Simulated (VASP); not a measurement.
A run of VASP 6.6.1:

INCAR

```
SYSTEM = NaI3
  ALGO = Normal
  EDIFF = 1E-6
  ENCUT = 520
  GGA = PS
  ISIF = 2
  ISMEAR = -1
  LASPH = .True.
  LCHARG = .False.
  LREAL = .False.
  LWAVE = .False.
  NBANDS = 38
  NELM = 80
  PREC = Accurate
  SIGMA = 0.0106
```

The input KPOINTS:

```
k-points
0
Gamma
  3 3 3
  0 0 0
```

File POSCAR:

```
NaI3
1.0
    7.1652670000      0.0000000000      0.0000000000
   -3.5826330000      6.2053060000      0.0000000000
    0.0000000000      0.0000000000      6.5317740000
I Na
6 2
Direct
    0.3170500000      0.0000000000      0.2500000000
    0.3170500000      0.3170500000      0.7500000000
    0.0000000000      0.3170500000      0.2500000000
    0.6829500000      0.0000000000      0.7500000000
    0.6829500000      0.6829500000      0.2500000000
    0.0000000000      0.6829500000      0.7500000000
    0.0000000000      0.0000000000      0.0000000000
    0.0000000000      0.0000000000      0.5000000000
```

Potentials or basis: VASP PAW PBE potentials, release 64 (I, Na_pv).

Launch:

```bash
$ cat potpaw_PBE.64/I/POTCAR potpaw_PBE.64/Na_pv/POTCAR > POTCAR
$ mpirun -np 1 vasp_std > vasp.out
```

Hardware: 1 thread of Intel Xeon 6975P-C, with other jobs on the host.

**Question.** How long does it take, and how much memory?

**Answer.** Wall time 97 s on 1 thread of Intel Xeon 6975P-C (shared host), peak memory 0.38 GiB. Counts: scf iterations 15, k points 6.
